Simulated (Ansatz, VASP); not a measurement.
## AlN in VASP and in Ansatz

Contents of INCAR:

```
SYSTEM = AlN
PREC     = Accurate       ! precision mode
ENCUT    = 520            ! plane-wave cutoff, eV
EDIFF    = 1E-6           ! SCF threshold, eV
ISMEAR   = 0              ! smearing method
SIGMA    = 0.01           ! smearing width, eV
LREAL    = Auto         
LASPH    = .TRUE.         ! aspherical terms in the spheres
NELM     = 100            ! most SCF steps
ALGO     = Normal         ! electronic algorithm
ISIF     = 2              ! what is computed and relaxed
LWAVE    = .FALSE.        ! write WAVECAR
LCHARG   = .TRUE.         ! write CHGCAR
GGA      = PE             ! functional
LELF     = .TRUE.         ! ELF
LVHAR    = .TRUE.       
NBANDS   = 46             ! bands
```

File KPOINTS:

```
Automatic mesh
0
G
  2 2 2
  0 0 0
```

Contents of POSCAR:

```
AlN
1.0
    0.0000000000      0.0000000000      5.0180433215
    6.2604168406      0.0000000000      0.0000000000
   -3.1302084203      5.4216800223      0.0000000000
Al N
8 8
Direct
    0.4992342258      0.3333333333      0.1666666667
    0.4992342258      0.3333333333      0.6666666667
    0.4992342258      0.8333333333      0.1666666667
    0.4992342258      0.8333333333      0.6666666667
    0.9992342258      0.1666666667      0.3333333333
    0.9992342258      0.1666666667      0.8333333333
    0.9992342258      0.6666666667      0.3333333333
    0.9992342258      0.6666666667      0.8333333333
    0.8807657742      0.3333333333      0.1666666667
    0.8807657742      0.3333333333      0.6666666667
    0.8807657742      0.8333333333      0.1666666667
    0.8807657742      0.8333333333      0.6666666667
    0.3807657742      0.1666666667      0.3333333333
    0.3807657742      0.1666666667      0.8333333333
    0.3807657742      0.6666666667      0.3333333333
    0.3807657742      0.6666666667      0.8333333333
```

Input for Ansatz:

```yaml
crystal:
  lattice:
    - [0.0, 0.0, 5.0180433215]
    - [6.2604168406, 0.0, 0.0]
    - [-3.1302084203, 5.4216800223, 0.0]
  atoms:
    - { symbol: Al, position: [0.4992342258, 0.3333333333, 0.1666666667] }
    - { symbol: Al, position: [0.4992342258, 0.3333333333, 0.6666666667] }
    - { symbol: Al, position: [0.4992342258, 0.8333333333, 0.1666666667] }
    - { symbol: Al, position: [0.4992342258, 0.8333333333, 0.6666666667] }
    - { symbol: Al, position: [0.9992342258, 0.1666666667, 0.3333333333] }
    - { symbol: Al, position: [0.9992342258, 0.1666666667, 0.8333333333] }
    - { symbol: Al, position: [0.9992342258, 0.6666666667, 0.3333333333] }
    - { symbol: Al, position: [0.9992342258, 0.6666666667, 0.8333333333] }
    - { symbol: "N", position: [0.8807657742, 0.3333333333, 0.1666666667] }
    - { symbol: "N", position: [0.8807657742, 0.3333333333, 0.6666666667] }
    - { symbol: "N", position: [0.8807657742, 0.8333333333, 0.1666666667] }
    - { symbol: "N", position: [0.8807657742, 0.8333333333, 0.6666666667] }
    - { symbol: "N", position: [0.3807657742, 0.1666666667, 0.3333333333] }
    - { symbol: "N", position: [0.3807657742, 0.1666666667, 0.8333333333] }
    - { symbol: "N", position: [0.3807657742, 0.6666666667, 0.3333333333] }
    - { symbol: "N", position: [0.3807657742, 0.6666666667, 0.8333333333] }
basis:
  ecutwfc: 420
  xc_grid: 2
kpoints:
  mp_grid: { grid: [2, 2, 2], shift: [0.0, 0.0, 0.0] }
hamiltonian:
  xc: pbe
scf:
  occupations: { method: gaussian, width: 0.01 }
output:
  forces: true
  stress: true
  eigenvalues: true
  write_density: true
  write_potential: true
  elf: true
  volumetric_format: npy
```

Alike in both runs: task single point; functional PBE; k mesh 2 × 2 × 2; occupations gaussian, width 0.01 eV; no spin polarisation.

|  | VASP | Ansatz |
| --- | --- | --- |
| version | VASP 6.6.1 | Ansatz 0.2.0 |
| potentials or method | VASP PAW PBE potentials, release 64 (Al, N), cutoff 520 eV | scalar-relativistic, plane waves, PAW |
| valence electrons in the cell | 64 | 64 |

```csv
,VASP,Ansatz,Ansatz less VASP
gap on the k mesh at the Fermi level (eV),4.04,4.03,-0.009
least direct gap on the mesh (eV),4.04,4.03,-0.009
pressure (GPa),-0.3,0.0,+0.27
"traceless stress, the component that is largest in VASP (GPa)",-0.20,-0.23,-0.033
rms of the force components (eV/Å),0.008,0.010,+0.0021
```

Atom by atom the forces differ by 0.002 eV/Å (rms over components).

The k mesh is coarse, so the values compare programs but aren't converged.
